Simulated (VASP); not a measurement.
# PtSe2 in VASP: notebook

Runs on PtSe2. Level: PBE+D3(BJ). Tasks: single point.

All numbers are computed with VASP 6.6.1; they aren't measurements. Logs are shortened: lines on timing, memory, paths and dates and some standing lists are left out, and cuts for length are marked.

## (1) The cell of the first run

The cell holds a slab with vacuum, 6 atoms: a = 3.707 Å, b = 3.707 Å, c = 22.798 Å, α = 90.00°, β = 90.00°, γ = 120.00°.

## (2) Single point, PBE+D3(BJ)

INCAR reads:

```
ALGO = Normal ; DIPOL = 0.5 0.5 0.394
EDIFF = 1E-7 ; ENCUT = 520
GGA = PE ; IDIPOL = 3
ISIF = 2 ; ISMEAR = 0
IVDW = 12 ; LASPH = True
LCHARG = False ; LDIPOL = True
LREAL = False ; LWAVE = False
NBANDS = 31 ; NELM = 80
PREC = Accurate ; SIGMA = 0.05
```

KPOINTS reads:

```
k-points
0
Gamma
  9 9 1
```

POSCAR reads:

```
PtSe2
1.0
    3.7070357954      0.0000000000      0.0000000000
   -1.8535178977      3.2103871715      0.0000000000
    0.0000000000      0.0000000000     22.7981616618
Se Pt
4 2
Direct
    0.6666666667      0.3333333333      0.1973843359
    0.3333333333      0.6666666667      0.3135814605
    0.3333333333      0.6666666667      0.4741207204
    0.0000000000      1.0000000000      0.5903178450
    0.0000000000      0.0000000000      0.2554828982
   -0.3333333333      0.3333333333      0.5322192827
```

Potentials or basis: VASP PAW PBE potentials, release 64 (Se, Pt).

The run is started by

```console
$ cat potpaw_PBE.64/Se/POTCAR potpaw_PBE.64/Pt/POTCAR > POTCAR
$ mpirun -np 1 vasp_std > vasp.out
```

OUTCAR:

```text
EDIFF = 1E-7
   ENCUT = 520
   GGA = PE
   ISIF = 2
   ISMEAR = 0
   IVDW = 12
   LASPH = True
   LREAL = False
   NELM = 80
   PREC = Accurate
 IVDW          = 12

 ion  position               nearest neighbor table
   1  0.667  0.333  0.197-   5 2.52   5 2.52   5 2.52
   2  0.333  0.667  0.314-   5 2.52   5 2.52   5 2.52
   3  0.333  0.667  0.474-   6 2.52   6 2.52   6 2.52
   4  0.000  0.000  0.590-   6 2.52   6 2.52   6 2.52
   5  0.000  0.000  0.255-   1 2.52   2 2.52   2 2.52   1 2.52   1 2.52   2 2.52
   6  0.667  0.333  0.532-   3 2.52   3 2.52   4 2.52   4 2.52   4 2.52   3 2.52

  LATTYP: Found a hexagonal cell.
 ALAT       =     3.7070357954
 C/A-ratio  =     6.1499707368

  Lattice vectors:

 A1 = (   3.7070357954,   0.0000000000,   0.0000000000)
 A2 = (  -1.8535178977,   3.2103871715,   0.0000000000)
 A3 = (   0.0000000000,   0.0000000000,  22.7981616618)

Analysis of symmetry for initial positions (statically):
=====================================================================
 Subroutine PRICEL returns:
 Original cell was already a primitive cell.

 Routine SETGRP: Setting up the symmetry group for a
 hexagonal supercell.

 Subroutine GETGRP returns: Found 12 space group operations
 (whereof  6 operations were pure point group operations)
 out of a pool of 24 trial point group operations.

The static configuration has the point symmetry C_3v.
 The point group associated with its full space group is D_3d.

Analysis of symmetry for dynamics (positions and initial velocities):
=====================================================================
 Subroutine PRICEL returns:
 Original cell was already a primitive cell.

 Routine SETGRP: Setting up the symmetry group for a
 hexagonal supercell.

 Subroutine GETGRP returns: Found 12 space group operations
 (whereof  6 operations were pure point group operations)
 out of a pool of 24 trial point group operations.

The dynamic configuration has the point symmetry C_3v.
 The point group associated with its full space group is D_3d.

 Subroutine INISYM returns: Found 12 space group operations
 (whereof  6 operations are pure point group operations),
 and found     1 'primitive' translations

----------------------------------------------------------------------------------------

                                     Primitive cell

  volume of cell :     271.3214

  direct lattice vectors                    reciprocal lattice vectors
     3.707035795  0.000000000  0.000000000     0.269757309  0.155744455  0.000000000
    -1.853517898  3.210387171  0.000000000     0.000000000  0.311488910  0.000000000
     0.000000000  0.000000000 22.798161662     0.000000000  0.000000000  0.043863186

  length of vectors
     3.707035795  3.707035795 22.798161662     0.311488910  0.311488910  0.043863186

  position of ions in fractional coordinates (direct lattice)
     0.666666667  0.333333333  0.197384336
     0.333333333  0.666666667  0.313581461
     0.333333333  0.666666667  0.474120720
     0.000000000  0.000000000  0.590317845
     0.000000000  0.000000000  0.255482898
     0.666666667  0.333333333  0.532219283

  ion indices of the primitive-cell ions
   primitive index   ion index
                 1           1
                 2           2
                 3           3
                 4           4
                 5           5
                 6           6

----------------------------------------------------------------------------------------

 KPOINTS: k-points

Automatic generation of k-mesh.
 Grid dimensions read from file:
 generate k-points for:    9    9    1

 Generating k-lattice:

  Cartesian coordinates                     Fractional coordinates (reciprocal lattice)
     0.029973034  0.017304939  0.000000000     0.111111111 -0.000000000  0.000000000
     0.000000000  0.034609879  0.000000000     0.000000000  0.111111111  0.000000000
     0.000000000  0.000000000  0.043863186     0.000000000  0.000000000  1.000000000

  Length of vectors
     0.034609879  0.034609879  0.043863186

  Shift w.r.t. Gamma in fractional coordinates (k-lattice)
     0.000000000  0.000000000  0.000000000

 Subroutine IBZKPT returns following result:
 ===========================================

 Found     12 irreducible k-points:

 Following reciprocal coordinates:
            Coordinates               Weight
  0.000000  0.000000  0.000000      1.000000
  0.111111  0.000000  0.000000      6.000000
  0.222222  0.000000  0.000000      6.000000
  0.333333 -0.000000  0.000000      6.000000
  0.444444  0.000000  0.000000      6.000000
  0.111111  0.111111  0.000000      6.000000
  0.222222  0.111111  0.000000     12.000000
  0.333333  0.111111  0.000000     12.000000
  0.444444  0.111111  0.000000      6.000000
  0.222222  0.222222  0.000000      6.000000
  0.333333  0.222222  0.000000     12.000000
  0.333333  0.333333  0.000000      2.000000
   k-points           NKPTS =     12   k-points in BZ     NKDIM =     12   number of bands    NBANDS=     31
   number of dos      NEDOS =    301   number of ions     NIONS =      6
   total plane-waves  NPLWV = 141120
   dimension x,y,z NGX =    28 NGY =   28 NGZ =  180
   dimension x,y,z NGXF=    56 NGYF=   56 NGZF=  360
   ions per type =               4   2
   NGX,Y,Z   is equivalent  to a cutoff of  12.56, 12.56, 13.13 a.u.
   NGXF,Y,Z  is equivalent  to a cutoff of  25.11, 25.11, 26.25 a.u.
 SYSTEM =  unknown system
   PREC   = accura    normal or accurate (medium, high low for compatibility)
   ISTART =      0    job   : 0-new  1-cont  2-samecut
   ICHARG =      2    charge: 1-file 2-atom 10-const
   ISPIN  =      1    spin polarized calculation?
   LNONCOLLINEAR =      F non collinear calculations
   LSORBIT =      F    spin-orbit coupling
   LASPH  =      T    aspherical Exc in radial PAW
   ENCUT  =  520.0 eV  38.22 Ry    6.18 a.u.   6.89  6.89 42.39*2*pi/ulx,y,z
   NELM   =     80;   NELMIN=  2; NELMDL= -5     # of ELM steps
   EDIFF  = 0.1E-06   stopping-criterion for ELM
   LREAL  =      F    real-space projection
   EDIFFG = 0.1E-05   stopping-criterion for IOM
   NSW    =      0    number of steps for IOM
   IBRION =     -1    ionic relax: 0-MD 1-quasi-New 2-CG
   NFREE  =      0    steps in history (QN), initial steepest desc. (CG)
   ISIF   =      2    stress and relaxation
[... 40 lines left out ...]
  ext. energy  EPLUGINS =         0.00000000
  ---------------------------------------------------
  free energy    TOTEN  =       -28.54873063 eV

  energy without entropy =      -28.54873063  energy(sigma->0) =      -28.54873063

 E-fermi :  -0.1640     XC(G=0):  -5.5176

 val. band max:       -0.3999407239   @ k =   0.1111   0.1111   0.0000
 cond. band min:       0.5364759893   @ k =   0.2222   0.0000   0.0000
 fundamental gap:      0.9364167132
 Fermi energy:        -0.1639676017

 k-point     1 :       0.0000    0.0000    0.0000
  band No.  band energies     occupation
      1     -14.7505      2.00000
      2     -14.7050      2.00000
      3     -13.0121      2.00000
      4     -12.9183      2.00000
      5      -5.9894      2.00000
      6      -5.7705      2.00000
[... 23 lines left out ...]
     30       4.9027      0.00000
     31       4.9791      0.00000

 k-point     2 :       0.1111    0.0000    0.0000
  band No.  band energies     occupation
      1     -14.6186      2.00000
      2     -14.5724      2.00000
      3     -13.0155      2.00000
      4     -12.9262      2.00000
      5      -5.8894      2.00000
      6      -5.7885      2.00000
[... 23 lines left out ...]
     30       5.4816      0.00000
     31       5.6885      0.00000

 k-point     3 :       0.2222    0.0000    0.0000
  band No.  band energies     occupation
      1     -14.2539      2.00000
      2     -14.2055      2.00000
      3     -13.0278      2.00000
      4     -12.9497      2.00000
      5      -5.8773      2.00000
      6      -5.7805      2.00000
[... 23 lines left out ...]
     30       5.3671      0.00000
     31       6.1017      0.00000

 k-point     4 :       0.3333   -0.0000    0.0000
  band No.  band energies     occupation
      1     -13.7651      2.00000
      2     -13.7131      2.00000
      3     -13.0504      2.00000
      4     -12.9851      2.00000
      5      -6.1058      2.00000
      6      -6.0701      2.00000
[... 23 lines left out ...]
     30       5.9872      0.00000
     31       6.3263      0.00000

 k-point     5 :       0.4444    0.0000    0.0000
  band No.  band energies     occupation
      1     -13.3715      2.00000
      2     -13.3140      2.00000
      3     -13.0814      2.00000
      4     -13.0264      2.00000
      5      -6.7206      2.00000
      6      -6.7065      2.00000
[... 23 lines left out ...]
     30       5.8041      0.00000
     31       6.7310      0.00000

 k-point     6 :       0.1111    0.1111    0.0000
  band No.  band energies     occupation
      1     -14.3697      2.00000
      2     -14.3220      2.00000
      3     -13.0233      2.00000
      4     -12.9419      2.00000
      5      -5.8516      2.00000
      6      -5.7688      2.00000
[... 23 lines left out ...]
     30       6.0096      0.00000
     31       6.3113      0.00000

 k-point     7 :       0.2222    0.1111    0.0000
  band No.  band energies     occupation
      1     -13.9380      2.00000
      2     -13.8874      2.00000
      3     -13.0406      2.00000
      4     -12.9710      2.00000
      5      -5.8245      2.00000
      6      -5.7378      2.00000
[... 23 lines left out ...]
     30       5.7692      0.00000
     31       6.6617      0.00000

 k-point     8 :       0.3333    0.1111    0.0000
  band No.  band energies     occupation
      1     -13.4823      2.00000
      2     -13.4270      2.00000
      3     -13.0653      2.00000
      4     -13.0070      2.00000
      5      -6.3465      2.00000
      6      -6.3297      2.00000
[... 23 lines left out ...]
     30       6.3397      0.00000
     31       6.7143      0.00000

 k-point     9 :       0.4444    0.1111    0.0000
  band No.  band energies     occupation
      1     -13.2626      2.00000
      2     -13.2011      2.00000
      3     -13.0890      2.00000
      4     -13.0391      2.00000
      5      -6.6958      2.00000
      6      -6.6778      2.00000
[... 23 lines left out ...]
     30       6.2212      0.00000
     31       7.1365      0.00000

 k-point    10 :       0.2222    0.2222    0.0000
  band No.  band energies     occupation
      1     -13.5278      2.00000
      2     -13.4731      2.00000
      3     -13.0583      2.00000
      4     -12.9987      2.00000
      5      -5.9745      2.00000
      6      -5.9327      2.00000
[... 23 lines left out ...]
     30       6.3396      0.00000
     31       6.8288      0.00000

 k-point    11 :       0.3333    0.2222    0.0000
  band No.  band energies     occupation
      1     -13.2178      2.00000
      2     -13.1541      2.00000
      3     -13.0728      2.00000
      4     -13.0256      2.00000
      5      -6.2950      2.00000
      6      -6.2650      2.00000
[... 23 lines left out ...]
     30       7.0659      0.00000
     31       7.2497      0.00000

 k-point    12 :       0.3333    0.3333    0.0000
  band No.  band energies     occupation
      1     -13.1307      2.00000
      2     -13.0522      2.00000
      3     -13.0522      2.00000
      4     -13.0205      2.00000
      5      -5.9659      2.00000
      6      -5.9659      2.00000
[... 23 lines left out ...]
     30       7.2981      0.00000
     31       7.2981      0.00000

------------------------ aborting loop because EDIFF is reached ----------------------------------------

 vacuum level on the upper side and lower side of the slab       (xc-potential included)        -0.089        -0.088

 Edisp (eV)   -2.03491

 E8    (eV) :    -0.9018

  FORCE on cell =-STRESS in cart. coord.  units (eV):
  Direction    XX          YY          ZZ          XY          YZ          ZX
  --------------------------------------------------------------------------------------
  -------------------------------------------------------------------------------------
  Total      -0.09927    -0.09927    -0.30371     0.00000     0.00000    -0.00000
  in kB      -0.58622    -0.58622    -1.79344     0.00000     0.00000    -0.00000
  external pressure =       -0.99 kB  Pullay stress =        0.00 kB

 VOLUME and BASIS-vectors are now :
 -----------------------------------------------------------------------------
  energy-cutoff  :      520.00
  volume of cell :      271.32
      direct lattice vectors                 reciprocal lattice vectors
     3.707035795  0.000000000  0.000000000     0.269757309  0.155744455  0.000000000
    -1.853517898  3.210387171  0.000000000     0.000000000  0.311488910  0.000000000
     0.000000000  0.000000000 22.798161662     0.000000000  0.000000000  0.043863186

 POSITION                                       TOTAL-FORCE (eV/Angst)
 -----------------------------------------------------------------------------------
      1.85352      1.07013      4.50000         0.000000      0.000000      0.000531
     -0.00000      2.14026      7.14908         0.000000     -0.000000      0.013559
     -0.00000      2.14026     10.80908        -0.000000      0.000000     -0.013559
      0.00000      0.00000     13.45816        -0.000000     -0.000000     -0.000531
      0.00000      0.00000      5.82454         0.000000      0.000000      0.031774
      1.85352      1.07013     12.13362        -0.000000      0.000000     -0.031774
 -----------------------------------------------------------------------------------
    total drift:                               -0.000000      0.000000     -0.000011

  FREE ENERGIE OF THE ION-ELECTRON SYSTEM (eV)
  ---------------------------------------------------
  free  energy   TOTEN  =       -30.5836408603 eV

  energy  without entropy=      -30.5836408603  energy(sigma->0) =      -30.58364086

 vacuum level on the upper side and lower side of the slab         4.906         4.908
```

Wall time 7 min (1 thread of Intel Xeon Platinum 8375C at 2.90GHz (Ice Lake), shared host); peak memory 0.41 GiB.

What came out:

| Item | Value |
| --- | --- |
| Free energy | -30.5836 eV |
| Largest force | 0.032 eV/Å |
| Band gap on the k mesh | 0.94 eV (least direct gap 1.10 eV) |
| Dispersion energy per atom | -0.339 eV |

Forces in eV/Å, atoms in the order of the input:
```
Se   0.000  0.000  0.001
Se   0.000  0.000  0.014
Se   0.000  0.000 -0.014
Se   0.000  0.000 -0.001
Pt   0.000  0.000  0.032
Pt   0.000  0.000 -0.032
```

Levels at points of the mesh, in eV from the valence-band top:
```
           k point  band 18  band 19  band 20  band 21  band 22  band 23  band 24  band 25  band 26  band 27
(0.00, 0.00, 0.00)    -0.45    -0.31    -0.31    -0.25    -0.25     2.63     2.63     2.72     2.72     4.24
```

Caveat: spin-orbit coupling is left out, which moves the levels of the heavy elements.

## (3) Single point, PBE+D3(BJ) (layers slid over each other)

INCAR reads:

```
SYSTEM = PtSe2
ALGO = Normal ; DIPOL = 0.5 0.5 0.394
EDIFF = 1E-6 ; ENCUT = 520
GGA = PE ; IDIPOL = 3
ISIF = 2 ; ISMEAR = 0
IVDW = 12 ; LASPH = .TRUE.
LCHARG = .FALSE. ; LDIPOL = .TRUE.
LREAL = .FALSE. ; LWAVE = .FALSE.
NBANDS = 31 ; NELM = 100
PREC = Accurate ; SIGMA = 0.05
```

KPOINTS reads:

```
k-points
0
G
  9 9 1
  0 0 0
```

POSCAR reads:

```
PtSe2
1.0
    3.7070357954      0.0000000000      0.0000000000
   -1.8535178977      3.2103871715      0.0000000000
    0.0000000000      0.0000000000     22.7981616618
Se Pt
4 2
Direct
    0.6666666667      0.3333333333      0.1973843359
    0.3333333333      0.6666666667      0.3135814605
    0.6666666667      1.3333333333      0.4741207204
    0.3333333333      1.6666666667      0.5903178450
    0.0000000000      0.0000000000      0.2554828982
    0.0000000000      1.0000000000      0.5322192827
```

Potentials or basis: VASP PAW PBE potentials, release 64 (Se, Pt).

The run is started by

```console
$ cat potpaw_PBE.64/Se/POTCAR potpaw_PBE.64/Pt/POTCAR > POTCAR
$ mpirun -np 1 vasp_std > vasp.out
```

It took 6.2 min on 1 thread of Intel Xeon Platinum 8375C at 2.90GHz (Ice Lake), shared host; peak memory 0.39 GiB.

Results (log left out):

* Free energy: -30.6169 eV
* Largest force: 0.080 eV/Å
* Band gap on the k mesh: 1.08 eV (least direct gap 1.26 eV)
* Dispersion energy per atom: -0.340 eV

Forces in eV/Å, atoms in the order of the input:
```
Se   0.000  0.000 -0.003
Se   0.000  0.000  0.080
Se   0.000  0.000 -0.080
Se   0.000  0.000  0.003
Pt   0.000  0.000  0.077
Pt   0.000  0.000 -0.077
```

Levels at points of the mesh, in eV from the valence-band top:
```tsv
k point	band 19	band 20	band 21	band 22	band 23	band 24	band 25	band 26
(0.00, 0.00, 0.00)	-0.17	-0.17	-0.15	-0.15	2.77	2.77	2.82	2.82
```

Caveat: the cell differs from its parent crystal (layers slid over each other); spin-orbit coupling is left out, which moves the levels of the heavy elements.

## (4) Single point, PBE+D3(BJ) (layers slid over each other)

INCAR reads:

```
SYSTEM = PtSe2
ALGO = Normal
DIPOL = 0.5 0.5 0.394
EDIFF = 1E-6
ENCUT = 520
GGA = PE
IDIPOL = 3
ISIF = 2
ISMEAR = 0
IVDW = 12
LASPH = .True.
LCHARG = .False.
LDIPOL = .True.
LREAL = .False.
LWAVE = .False.
NBANDS = 31
NELM = 60
PREC = Accurate
SIGMA = 0.05
```

KPOINTS reads:

```
k-points
0
Gamma
  9 9 1
  0 0 0
```

POSCAR reads:

```
PtSe2
1.0
    3.7070357954      0.0000000000      0.0000000000
   -1.8535178977      3.2103871715      0.0000000000
    0.0000000000      0.0000000000     22.7981616618
Se Pt
4 2
Direct
    0.6666666667      0.3333333333      0.1973843359
    0.3333333333      0.6666666667      0.3135814605
    1.0000000000      1.0000000000      0.4741207204
    0.6666666667      1.3333333333      0.5903178450
    0.0000000000      0.0000000000      0.2554828982
    0.3333333333      0.6666666667      0.5322192827
```

The run is started by

```console
$ cat potpaw_PBE.64/Se/POTCAR potpaw_PBE.64/Pt/POTCAR > POTCAR
$ mpirun -np 1 vasp_std > vasp.out
```

It took 5.4 min on 1 thread of Intel Xeon Platinum 8375C at 2.90GHz (Ice Lake), shared host; peak memory 0.41 GiB.

It converged, with:

* Free energy: -30.6169 eV
* Largest force: 0.087 eV/Å
* Band gap on the k mesh: 1.09 eV (least direct gap 1.29 eV)
* Dispersion energy per atom: -0.340 eV

Forces in eV/Å, atoms in the order of the input:
```
Se   0.000  0.000  0.001
Se   0.000  0.000  0.087
Se   0.000  0.000 -0.087
Se   0.000  0.000 -0.001
Pt   0.000  0.000  0.061
Pt   0.000  0.000 -0.061
```

Levels at points of the mesh, in eV from the valence-band top:
| k point | band 20 | band 21 | band 22 | band 23 | band 24 | band 25 |
| --- | --- | --- | --- | --- | --- | --- |
| (0.00, 0.00, 0.00) | -0.16 | -0.13 | -0.13 | 2.79 | 2.79 | 2.83 |

Caveat: the cell differs from its parent crystal (layers slid over each other); spin-orbit coupling is left out, which moves the levels of the heavy elements.

## (5) Single point, PBE+D3(BJ)

INCAR reads:

```
PREC = Accurate
ENCUT = 520
EDIFF = 1E-6
ISMEAR = 0
SIGMA = 0.05
LREAL = F
LASPH = T
NELM = 60
ALGO = Normal
ISIF = 2
LWAVE = F
LCHARG = F
LDIPOL = T
IDIPOL = 3
DIPOL = 0.5 0.5 0.394
GGA = PE
IVDW = 12
NBANDS = 31
```

KPOINTS reads:

```
Automatic mesh
0
Gamma
  9 9 1
```

POSCAR is that of step 4.

The run is started by

```console
$ cat potpaw_PBE.64/Se/POTCAR potpaw_PBE.64/Pt/POTCAR > POTCAR
$ mpirun -np 1 vasp_std > vasp.out
```

Wall time 6 min (1 thread of Intel Xeon Platinum 8375C at 2.90GHz (Ice Lake), shared host); peak memory 0.4 GiB.

The run converged. Its results:

```yaml
Free_energy: -30.6169 eV
Largest_force: 0.087 eV/Å
Band_gap_on_the_k_mesh: 1.09 eV (least direct gap 1.29 eV)
Dispersion_energy_per_atom: -0.340 eV
```

Forces in eV/Å, atoms in the order of the input:
```
Se   0.000  0.000  0.001
Se   0.000  0.000  0.087
Se   0.000  0.000 -0.087
Se   0.000  0.000 -0.001
Pt   0.000  0.000  0.061
Pt   0.000  0.000 -0.061
```

Levels at points of the mesh, in eV from the valence-band top:
```
           k point  band 19  band 20  band 21  band 22  band 23  band 24  band 25  band 26
(0.00, 0.00, 0.00)    -0.16    -0.16    -0.13    -0.13     2.79     2.79     2.83     2.83
```

Caveat: spin-orbit coupling is left out, which moves the levels of the heavy elements.

## (6) Summary

| cell | gap on the mesh (eV) | largest force (eV/Å) |
| --- | --- | --- |
| as given, atomic positions A | 0.94 | 0.03 |
| as given, atomic positions B | 1.08 | 0.08 |
| as given, atomic positions C | 1.09 | 0.09 |

Alike in all rows: task single point; level PBE+D3(BJ); potentials or basis VASP PAW PBE potentials, release 64 (Se, Pt); no spin polarisation; k mesh 9 × 9 × 1; cutoff (eV) 520; smearing gaussian 0.05 eV.

Caveats: spin-orbit coupling is left out, which moves the levels of the heavy elements.

Total energies depend on the potentials used, so only differences within one code and one set of settings carry meaning.
